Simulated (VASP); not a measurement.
**Ca: relaxation of cell and atoms with pbe exchange, lda correlation**

Crystal: Ca.

```
Ca
1.0
     0.00000    3.84000    3.84000
     3.84000    0.00000    3.84000
     3.84000    3.84000    0.00000
Ca
2
Cartesian
  7.6800 7.6800 7.6800
  1.9200 1.9200 1.9200
```

This isn't the form of Ca at room conditions, which is fcc.

```json
{"Program": "VASP 6.6.1", "Task": "relaxation of cell and atoms", "Functional": "pbe exchange, lda correlation", "Potentials or basis": "VASP PAW PBE potentials, release 64 (Ca_sv)", "Cutoff": "500 eV", "k mesh": "4 × 4 × 4", "Occupations": "fermi-dirac, width 0.1 eV", "Spin": "no spin polarisation", "Target pressure": "5 GPa", "Dipole correction": "no", "Further INCAR settings": "ALGO = Normal; EDIFF = 1e-07; IBRION = 2; EDIFFG = -0.02; NSW = 80; ISIF = 3"}
```

The relaxed volume is 43.76 Å³/atom, the relaxed cell is a = 4.983 Å, b = 4.983 Å, c = 4.983 Å, α = 60.00°, β = 60.00°, γ = 60.00° and the space group after relaxing (to 0.1 Å) is Fd-3m (No. 227). The energy change on relaxing (the run minimises the enthalpy) is +309.7 meV/atom and the ionic steps are 5. The pressure after relaxing is 5.0 GPa. The band gap on the k mesh is zero (bands 10 and 11 overlap by 0.76 eV).

The path:
| step | energy change (eV) | largest force (eV/Å) | pressure (GPa) | volume (Å³) |
| --- | --- | --- | --- | --- |
| 1 | 0.0000 | 0.0000 | 2.82 | 113.25 |
| 2 | 0.2461 | 0.0000 | 3.74 | 101.10 |
| 3 | 0.4751 | 0.0000 | 4.62 | 92.32 |
| 4 | 0.5714 | 0.0000 | 4.88 | 89.07 |
| 5 | 0.6193 | 0.0000 | 4.96 | 87.51 |

Final structure:
```
Ca
1.0
     0.00000    3.52380    3.52380
     3.52380    0.00000    3.52380
     3.52380    3.52380    0.00000
Ca
2
Direct
  0.00000 0.00000 0.00000
  0.25000 0.25000 0.25000
```

Levels at points of the mesh, in eV from the Fermi level:
| k point | band 8 | band 9 | band 10 | band 11 | band 12 | band 13 |
| --- | --- | --- | --- | --- | --- | --- |
| (0.00, 0.00, 0.00) | -23.40 | -3.59 | 0.65 | 0.65 | 0.90 | 0.90 |
| (0.50, 0.00, 0.00) | -23.36 | -1.62 | -0.85 | 0.51 | 0.51 | 1.03 |
| (0.50, 0.50, 0.00) | -23.31 | -0.72 | -0.72 | 0.11 | 0.11 | 1.24 |

It took 100 s on 1 thread of AMD EPYC 7R43 64-Core Processor (Zen 3), with other jobs on the host, peak memory 0.2 GiB.

Caveat: the cell is relaxed towards a set pressure, so the run minimises the enthalpy, not the energy; the volume moved by over 15 % at a fixed basis, so the end points are rough; the PAW data sets were made with another functional, which shifts forces and pressure a little.
